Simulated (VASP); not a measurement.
# B2SbN (P6/mmm) in VASP: a series of runs

The runs below take B2SbN through relaxation of cell and atoms, single point, with PBE.

All numbers are computed with VASP 6.6.1; they aren't measurements. Logs are shortened: lines on timing, memory, paths and dates and some standing lists are left out, and cuts for length are marked.

## (1) The cell of the first run

The structure is hexagonal, space group P6/mmm (No. 191). The conventional cell has a = 3.345 Å, b = 3.345 Å, c = 7.034 Å, α = 90.00°, β = 90.00°, γ = 120.00°. Within 1.8 Å of B (site symmetry 6mm) lie 1 N at 1.38 Å. Sb (site symmetry 6/mmm) has 2 B at 2.14 Å within 2.8 Å. N (site symmetry 6/mmm) has 2 B at 1.38 Å within 1.8 Å.

The cell was built from a structure type or drawn by symmetry, and may not be a known phase.

## (2) Relaxation of cell and atoms, PBE

INCAR

```
PREC = Accurate
ENCUT = 600
EDIFF = 1E-7
ISMEAR = 0
SIGMA = 0.1
LREAL = F
LASPH = T
NELM = 100
ALGO = Normal
ISIF = 3
LWAVE = F
LCHARG = F
GGA = PE
IBRION = 2
NSW = 90
EDIFFG = -0.04
```

KPOINTS

```
Automatic mesh
0
Gamma
  6 6 4
```

POSCAR

```
B2SbN
1.0
    3.3446122200      0.0000000000      0.0000000000
   -1.6723061100      2.8965191500      0.0000000000
    0.0000000000      0.0000000000      7.0339338000
B Sb N
2 1 1
Direct
    0.0000000000      0.0000000000      0.6961164100
    0.0000000000      0.0000000000      0.3038835900
    0.0000000000      0.0000000000      0.0000000000
    0.0000000000      0.0000000000      0.5000000000
```

Potentials or basis: VASP PAW PBE potentials, release 64 (B, Sb, N).

The run is started by

```
$ cat potpaw_PBE.64/B/POTCAR potpaw_PBE.64/Sb/POTCAR potpaw_PBE.64/N/POTCAR > POTCAR
$ mpirun -np 1 vasp_std > vasp.out
```

OUTCAR:

```text
PREC = Accurate
   ENCUT = 600
   EDIFF = 1E-7
   ISMEAR = 0
   LREAL = F
   LASPH = T
   NELM = 100
   ISIF = 3
   GGA = PE
   IBRION = 2
   NSW = 90
   EDIFFG = -0.04

 ion  position               nearest neighbor table
   1  0.000  0.000  0.696-   4 1.38   3 2.14
   2  0.000  0.000  0.304-   4 1.38   3 2.14
   3  0.000  0.000  0.000-   1 2.14   2 2.14
   4  0.000  0.000  0.500-   1 1.38   2 1.38

  LATTYP: Found a hexagonal cell.
 ALAT       =     3.3446122200
 C/A-ratio  =     2.1030640736

  Lattice vectors:

 A1 = (   3.3446122200,   0.0000000000,   0.0000000000)
 A2 = (  -1.6723061100,   2.8965191500,   0.0000000000)
 A3 = (   0.0000000000,   0.0000000000,   7.0339338000)

Analysis of symmetry for initial positions (statically):
=====================================================================
 Subroutine PRICEL returns:
 Original cell was already a primitive cell.

 Routine SETGRP: Setting up the symmetry group for a
 hexagonal supercell.

 Subroutine GETGRP returns: Found 24 space group operations
 (whereof 24 operations were pure point group operations)
 out of a pool of 24 trial point group operations.

The static configuration has the point symmetry D_6h.

Analysis of symmetry for dynamics (positions and initial velocities):
=====================================================================
 Subroutine PRICEL returns:
 Original cell was already a primitive cell.

 Routine SETGRP: Setting up the symmetry group for a
 hexagonal supercell.

 Subroutine GETGRP returns: Found 24 space group operations
 (whereof 24 operations were pure point group operations)
 out of a pool of 24 trial point group operations.

The dynamic configuration has the point symmetry D_6h.

 Subroutine INISYM returns: Found 24 space group operations
 (whereof 24 operations are pure point group operations),
 and found     1 'primitive' translations

----------------------------------------------------------------------------------------

                                     Primitive cell

  volume of cell :      68.1429

  direct lattice vectors                    reciprocal lattice vectors
     3.344612220  0.000000000  0.000000000     0.298988323  0.172620989  0.000000000
    -1.672306110  2.896519150  0.000000000     0.000000000  0.345241978  0.000000000
     0.000000000  0.000000000  7.033933800     0.000000000  0.000000000  0.142167957
[... 108 lines left out ...]
   LORBIT       =      0    0 simple, 1 ext, 2 COOP (PROOUT), +10 PAW based schemes
   GGA     = PE    functional components
   LHFCALC =     F    Hartree Fock is set to
   AEXX    =    0.0000 exact exchange contribution
   IVDW    =     0    specifies the selected vdW correction
   LEPSILON=     F    determine dielectric tensor
   LRPA    =     F    only Hartree local field effects (RPA)
 conjugate gradient relaxation of ions
 non-spin polarized calculation
 Gauss-broadening in eV      SIGMA  =   0.10
  energy-cutoff  :      600.00
  volume of cell :       68.14
 maximum number of plane-waves:      2297
 NGX is ok and might be reduce to    28
   NGX = 13   NGY = 13   NGZ = 29

--------------------------------------- Ionic step        1  -------------------------------------------

 number of electron      16.0000000 magnetization

 Free energy of the ion-electron system (eV)
  ---------------------------------------------------
  ext. energy  EPLUGINS =         0.00000000
  ---------------------------------------------------
  free energy    TOTEN  =       -22.29479632 eV

  energy without entropy =      -22.28302000  energy(sigma->0) =      -22.28890816

------------------------ aborting loop because EDIFF is reached ----------------------------------------

  FORCE on cell =-STRESS in cart. coord.  units (eV):
  Direction    XX          YY          ZZ          XY          YZ          ZX
  --------------------------------------------------------------------------------------
  -------------------------------------------------------------------------------------
  Total       -2.2512260     -2.2512260     -4.5464069      0.0000000      0.0000000      0.0000000
  in kB      -52.9308937    -52.9308937   -106.8952549      0.0000000      0.0000000      0.0000000
  external PRESSURE =     -70.9190141 kB  Pullay stress =       0.0000000 kB
[... 63 lines left out ...]
--------------------------------------- Ionic step        3  -------------------------------------------

 number of electron      16.0000000 magnetization

 E-fermi :   4.1519     XC(G=0):  -9.3610

 val. band max:        4.0898643020   @ k =   0.3333   0.0000   0.5000
 cond. band min:       4.1876153462   @ k =   0.1667   0.1667   0.5000
 fundamental gap:      0.0977510442
 Fermi energy:         4.1518950850

 k-point     1 :       0.0000    0.0000    0.0000
  band No.  band energies     occupation
      1     -12.5003      2.00000
      2      -8.3861      2.00000
      3      -5.7253      2.00000
      4      -2.5420      2.00000
      5       1.4522      2.00000
      6       1.4522      2.00000
      7       2.3903      2.00000
      8       7.5712      0.00000
      9       7.5712      0.00000
     10       7.6464      0.00000
     11       7.6464      0.00000
     12      10.3981      0.00000
[... 329 lines left out ...]
  FREE ENERGIE OF THE ION-ELECTRON SYSTEM (eV)
  ---------------------------------------------------
  free  energy   TOTEN  =       -22.5078021032 eV

  energy  without entropy=      -22.4975715805  energy(sigma->0) =      -22.50268684

[... ionic steps 4 to 9 ...]

--------------------------------------- Ionic step       10  -------------------------------------------

 number of electron      15.9999999 magnetization

------------------------ aborting loop because EDIFF is reached ----------------------------------------
[... 71 lines left out ...]
--------------------------------------- Ionic step       12  -------------------------------------------

 number of electron      16.0000001 magnetization

 Free energy of the ion-electron system (eV)
  ---------------------------------------------------
  ext. energy  EPLUGINS =         0.00000000
  ---------------------------------------------------
  free energy    TOTEN  =       -22.94848724 eV

  energy without entropy =      -22.94496272  energy(sigma->0) =      -22.94672498

 E-fermi :   4.5058     XC(G=0):  -9.6783

 val. band max:        4.3540500895   @ k =   0.3333   0.1667   0.2500
 cond. band min:       4.5901420561   @ k =   0.3333   0.1667   0.5000
 fundamental gap:      0.2360919666
 Fermi energy:         4.5057554823

 k-point     1 :       0.0000    0.0000    0.0000
  band No.  band energies     occupation
      1     -12.3808      2.00000
      2      -7.9587      2.00000
      3      -5.4210      2.00000
      4      -1.8802      2.00000
      5       1.9469      2.00000
      6       2.0841      2.00000
      7       2.0841      2.00000
      8       8.9050      0.00000
      9       8.9050      0.00000
     10       9.1347      0.00000
     11       9.8784      0.00000
     12       9.8784      0.00000
[... 329 lines left out ...]
  FREE ENERGIE OF THE ION-ELECTRON SYSTEM (eV)
  ---------------------------------------------------
  free  energy   TOTEN  =       -22.9484872370 eV

  energy  without entropy=      -22.9449627222  energy(sigma->0) =      -22.94672498

 reached required accuracy - stopping structural energy minimisation
```

OSZICAR:

```text
N       E                     dE             d eps       ncg     rms          rms(c)
DAV:   1     0.769324013944E+02    0.76932E+02   -0.69464E+03   504   0.123E+03
DAV:   2    -0.169001375729E+02   -0.93833E+02   -0.89445E+02   684   0.216E+02
DAV:   3    -0.249218496706E+02   -0.80217E+01   -0.77893E+01   644   0.705E+01
[... 129 lines left out ...]
DAV:   4    -0.229485360310E+02    0.56805E-03   -0.16413E-03   624   0.289E-01    0.473E-02
DAV:   5    -0.229484904367E+02    0.45594E-04   -0.30825E-04   736   0.147E-01    0.315E-02
DAV:   6    -0.229484870761E+02    0.33607E-05   -0.18762E-05   624   0.377E-02    0.147E-02
DAV:   7    -0.229484873271E+02   -0.25104E-06   -0.29972E-06   740   0.139E-02    0.146E-03
DAV:   8    -0.229484872370E+02    0.90112E-07   -0.25943E-07   456   0.415E-03
  12 F= -.22948487E+02 E0= -.22946725E+02  d E =-.161292E-01
```

CONTCAR:

```text
B2SbN
   1.00000000000000
     3.1721529228197571    0.0000000000000000   -0.0000000000000000
    -1.5860764614098786    2.7471650172722870    0.0000000000000000
    -0.0000000000000000    0.0000000000000000    7.2304188435144123
  B               Sb              N
     2     1     1
Direct
     0.0000000000000000    0.0000000000000000    0.6808003148900360
     0.0000000000000000    0.0000000000000000    0.3191996851099639
     0.0000000000000000    0.0000000000000000    0.0000000000000000
     0.0000000000000000    0.0000000000000000    0.5000000000000000

  0.00000000E+00  0.00000000E+00  0.00000000E+00
  0.00000000E+00  0.00000000E+00  0.00000000E+00
  0.00000000E+00  0.00000000E+00  0.00000000E+00
  0.00000000E+00  0.00000000E+00  0.00000000E+00
```

It took 94 s on 1 thread of Intel Xeon 6975P-C (Granite Rapids), shared host; peak memory 0.23 GiB.

What came out:

```yaml
Free_energy: -22.9485 eV
Relaxed_volume: 15.75 Å³/atom
Relaxed_cell: a = 3.172 Å, b = 3.172 Å, c = 7.230 Å, α = 90.00°, β = 90.00°, γ = 120.00°
Space_group_after_relaxing_to_0.1_Å: P6/mmm (No. 191)
Pressure_after_relaxing: -0.1 GPa
Largest_force_after_relaxing: 0.031 eV/Å
Band_gap_on_the_k_mesh: zero (bands 8 and 9 overlap by 4.72 eV)
```

Forces in eV/Å, atoms in the order of the input:
```
B    0.000  0.000 -0.031
B    0.000  0.000  0.031
Sb   0.000  0.000  0.000
N    0.000  0.000  0.000
```

Stress tensor (GPa, compression positive):
```
-0.26  0.00  0.00
 0.00 -0.26  0.00
 0.00  0.00  0.17
```

Final structure:
```
CELL_PARAMETERS angstrom
3.17215 0.00000 0.00000
-1.58608 2.74717 0.00000
0.00000 0.00000 7.23042
ATOMIC_POSITIONS crystal
B 0.00000 0.00000 0.68080
B 0.00000 0.00000 0.31920
Sb 0.00000 0.00000 0.00000
N 0.00000 0.00000 0.50000
```

Caveat: the k points lie up to 0.38 Å⁻¹ apart in the final cell, too coarse for converged energies and pressures of a metal; spin-orbit coupling is left out, which moves the levels of the heavy elements.

## (3) Single point, PBE

This run uses another cell than the first one, of 15.77 Å³/atom.

INCAR

```
ALGO = Normal
EDIFF = 1E-6
ENCUT = 520
GGA = PE
ISIF = 2
ISMEAR = 0
LASPH = T
LCHARG = F
LREAL = F
LWAVE = F
NBANDS = 16
NELM = 80
PREC = Accurate
SIGMA = 0.1
```

KPOINTS

```
k-points
0
Gamma
  18 18 6
```

POSCAR

```
B2SbN
1.0
    3.1456328910      0.0000000000      0.0000000000
   -1.5728164455      2.7241979946      0.0000000000
    0.0000000000      0.0000000000      7.3589060789
B Sb N
2 1 1
Direct
    0.0000000000      0.0000000000      0.6776731453
    0.0000000000      0.0000000000      0.3223268547
    0.0000000000      0.0000000000      0.0000000000
    0.0000000000      0.0000000000      0.5000000000
```

Potentials or basis: VASP PAW PBE potentials, release 64 (B, Sb, N).

The run is started by

```
$ cat potpaw_PBE.64/B/POTCAR potpaw_PBE.64/Sb/POTCAR potpaw_PBE.64/N/POTCAR > POTCAR
$ mpirun -np 1 vasp_std > vasp.out
```

Wall time 45 s (1 thread of Intel Xeon 6975P-C (Granite Rapids), shared host); peak memory 0.29 GiB.

It converged, with:

* Free energy: -22.9655 eV
* Pressure: 0.0 GPa
* Largest force: 0.034 eV/Å
* Band gap on the k mesh: zero (bands 8 and 9 overlap by 4.56 eV)

Forces in eV/Å, atoms in the order of the input:
```
B    0.000  0.000 -0.034
B    0.000  0.000  0.034
Sb   0.000  0.000  0.000
N    0.000  0.000  0.000
```

Stress tensor (GPa, compression positive):
```
-0.11  0.00  0.00
 0.00 -0.11  0.00
 0.00  0.00  0.07
```

Levels at points of the mesh, in eV from the Fermi level:
```tsv
k point	band 6	band 7	band 8	band 9	band 10	band 11
(0.00, 0.00, 0.00)	-2.30	-2.30	3.89	4.57	4.57	5.53
(0.50, 0.00, 0.00)	-4.35	-2.92	-1.13	0.01	2.34	3.37
(0.00, 0.00, 0.50)	-2.29	-2.10	2.90	3.97	3.97	7.21
(0.50, 0.00, 0.50)	-4.66	-2.90	0.12	0.48	1.74	1.88
```

Caveat: spin-orbit coupling is left out, which moves the levels of the heavy elements.

## (4) Relaxation of cell and atoms, PBE

This run uses another cell than the first one, of 15.71 Å³/atom.

INCAR

```
ALGO = Normal ; EDIFF = 1E-6
EDIFFG = -0.01 ; ENCUT = 600
GGA = PE ; IBRION = 2
ISIF = 3 ; ISMEAR = 0
LASPH = T ; LCHARG = F
LREAL = F ; LWAVE = F
NELM = 60 ; NSW = 100
PREC = Accurate ; SIGMA = 0.1
```

KPOINTS is that of step 3.

POSCAR

```
B2SbN
1.0
    3.1694298710      0.0000000000      0.0000000000
   -1.5847149355      2.7448067838      0.0000000000
    0.0000000000      0.0000000000      7.2226364465
B Sb N
2 1 1
Direct
    0.0000000000      0.0000000000      0.6809867555
    0.0000000000      0.0000000000      0.3190132445
    0.0000000000      0.0000000000      0.0000000000
    0.0000000000      0.0000000000      0.5000000000
```

The run is started by

```
$ cat potpaw_PBE.64/B/POTCAR potpaw_PBE.64/Sb/POTCAR potpaw_PBE.64/N/POTCAR > POTCAR
$ mpirun -np 1 vasp_std > vasp.out
```

Wall time 2.8 min (1 thread of Intel Xeon 6975P-C (Granite Rapids), shared host); peak memory 0.34 GiB.

Results (log left out):

```yaml
Free_energy: -22.9680 eV
Relaxed_volume: 15.75 Å³/atom
Relaxed_cell: a = 3.144 Å, b = 3.144 Å, c = 7.363 Å, α = 90.00°, β = 90.00°, γ = 120.00°
Space_group_after_relaxing_to_0.1_Å: P6/mmm (No. 191)
Energy_gained_by_relaxing: 6.5 meV/atom
Ionic_steps: 6
Pressure_after_relaxing: 0.0 GPa
Largest_force_after_relaxing: 0.004 eV/Å
Band_gap_on_the_k_mesh: zero (bands 8 and 9 overlap by 4.53 eV)
```

Forces on the atoms (eV/Å):
```
B    0.000  0.000 -0.004
B    0.000  0.000  0.004
Sb   0.000  0.000  0.000
N    0.000  0.000  0.000
```

Stress tensor (GPa, compression positive):
```
-0.04  0.00  0.00
 0.00 -0.04  0.00
 0.00  0.00  0.07
```

The path:
```csv
step,energy change (eV),largest force (eV/Å),pressure (GPa),volume (Å³)
1,0.0000,0.3203,0.34,62.83
2,-0.0216,0.5022,-0.89,63.13
3,-0.0217,0.5141,-0.96,63.14
4,-0.0144,0.8878,1.69,62.79
5,-0.0260,0.0062,0.02,63.01
6,-0.0260,0.0039,0.00,63.01
```

Final structure:
```
CELL_PARAMETERS angstrom
3.14359 0.00000 0.00000
-1.57179 2.72243 0.00000
0.00000 0.00000 7.36281
ATOMIC_POSITIONS crystal
B 0.00000 0.00000 0.67753
B 0.00000 0.00000 0.32247
Sb 0.00000 0.00000 0.00000
N 0.00000 0.00000 0.50000
```

Levels at points of the mesh, in eV from the Fermi level:
```csv
k point,band 5,band 6,band 7,band 8,band 9,band 10,band 11,band 12
"(0.00, 0.00, 0.00)",-2.93,-2.30,-2.30,3.86,4.58,4.58,5.56,5.56
"(0.50, 0.00, 0.00)",-4.69,-4.34,-2.92,-1.13,0.01,2.35,3.37,3.97
"(0.00, 0.00, 0.50)",-2.29,-2.29,-2.11,2.88,3.99,3.99,7.22,7.22
"(0.50, 0.00, 0.50)",-5.38,-4.65,-2.90,0.11,0.48,1.76,1.89,4.70
```

Caveat: spin-orbit coupling is left out, which moves the levels of the heavy elements.

## (5) The runs side by side

| task | cell | k mesh | cutoff (eV) | gap on the mesh (eV) | pressure (GPa) | relaxed volume (Å³/atom) | largest force (eV/Å) |
| --- | --- | --- | --- | --- | --- | --- | --- |
| relaxation of cell and atoms | relaxed from a = 3.345, b = 3.345, c = 7.034 Å, angles 90.0, 90.0, 120.0°, 4 atoms, atomic positions A | 6 × 6 × 4 | 600 | none | -0.1 | 15.75 | 0.03 |
| single point | a = 3.146, b = 3.146, c = 7.359 Å, angles 90.0, 90.0, 120.0°, 4 atoms, atomic positions B | 18 × 18 × 6 | 520 | none | 0.0 | - | 0.03 |
| relaxation of cell and atoms | relaxed from a = 3.169, b = 3.169, c = 7.223 Å, angles 90.0, 90.0, 120.0°, 4 atoms, atomic positions C | 18 × 18 × 6 | 600 | none | 0.0 | 15.75 | - |

Alike in all rows: level PBE; potentials or basis VASP PAW PBE potentials, release 64 (B, Sb, N); no spin polarisation; smearing gaussian 0.1 eV.

Caveats: some runs use coarse meshes; spin-orbit coupling is left out, which moves the levels of the heavy elements.

Absolute energies hang on the potentials; compare differences alone.
